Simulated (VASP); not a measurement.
# Co: single point with PBEsol

Crystal: Co.

```
CELL_PARAMETERS angstrom
2.48737 0.00000 0.00000
-1.24368 2.15412 0.00000
0.00000 0.00000 4.06329
ATOMIC_POSITIONS crystal
Co 0.66667 0.33333 0.25986
Co 0.33333 0.66667 0.74014
```

```yaml
Program: VASP 6.6.1
Task: single point
Functional: PBEsol
Potentials_or_basis: VASP PAW PBE potentials, release 64 (Co)
Cutoff: 520 eV
k_mesh: 14 × 14 × 8
Occupations: fermi-dirac, width 0.1 eV
Spin: collinear spin, antiferromagnetic start
Starting_moments: "[1.8, -1.8] μB"
Dipole_correction: no
Further_INCAR_settings: ALGO = Normal; EDIFF = 1e-06; NBANDS = 20
```

```
Pressure                                              : -18.3 GPa
Largest force                                         : 0.525 eV/Å
Band gap on the k mesh                                : zero (filled and empty bands overlap)
Net moment                                            : 0.00 μB per cell
Site moments                                          : Co +0.66, -0.66 μB
Valence electrons inside the program's atomic spheres : Co 8.27
```

Forces on the atoms (eV/Å):
```
Co   0.000  0.000 -0.525
Co   0.000  0.000  0.525
```

Stress tensor (GPa, compression positive):
```
-17.56   0.00   0.00
  0.00 -17.56   0.00
  0.00   0.00 -19.68
```

Levels at points of the mesh, in eV from the Fermi level:
Spin up:
| k point | band 6 | band 7 | band 8 | band 9 | band 10 | band 11 | band 12 | band 13 |
| --- | --- | --- | --- | --- | --- | --- | --- | --- |
| (0.00, 0.00, 0.00) | -1.32 | -1.32 | -1.06 | -1.06 | -0.17 | 0.19 | 0.19 | 6.62 |
| (0.50, 0.00, 0.00) | -1.76 | -1.39 | -0.05 | 0.36 | 0.73 | 1.86 | 3.81 | 9.63 |
| (0.00, 0.00, 0.50) | -1.95 | -1.66 | -1.66 | -0.44 | -0.44 | 0.05 | 0.05 | 14.33 |
| (0.50, 0.00, 0.50) | -0.57 | -0.50 | -0.17 | 0.00 | 0.73 | 1.68 | 1.99 | 7.53 |
Spin down:
| k point | band 7 | band 8 | band 9 | band 10 | band 11 | band 12 |
| --- | --- | --- | --- | --- | --- | --- |
| (0.00, 0.00, 0.00) | -1.32 | -1.06 | -1.06 | -0.17 | 0.19 | 0.19 |
| (0.50, 0.00, 0.00) | -1.39 | -0.05 | 0.36 | 0.73 | 1.86 | 3.81 |
| (0.00, 0.00, 0.50) | -1.66 | -1.66 | -0.44 | -0.44 | 0.05 | 0.05 |
| (0.50, 0.00, 0.50) | -0.50 | -0.17 | 0.00 | 0.73 | 1.68 | 1.99 |

Run time: 69 s on 1 thread of Intel(R) Xeon(R) 6975P-C (Granite Rapids), with other jobs on the host, peak memory 0.21 GiB.

Caveat: the cell stands under tension; the PAW data sets were made with another functional, which shifts forces and pressure a little.
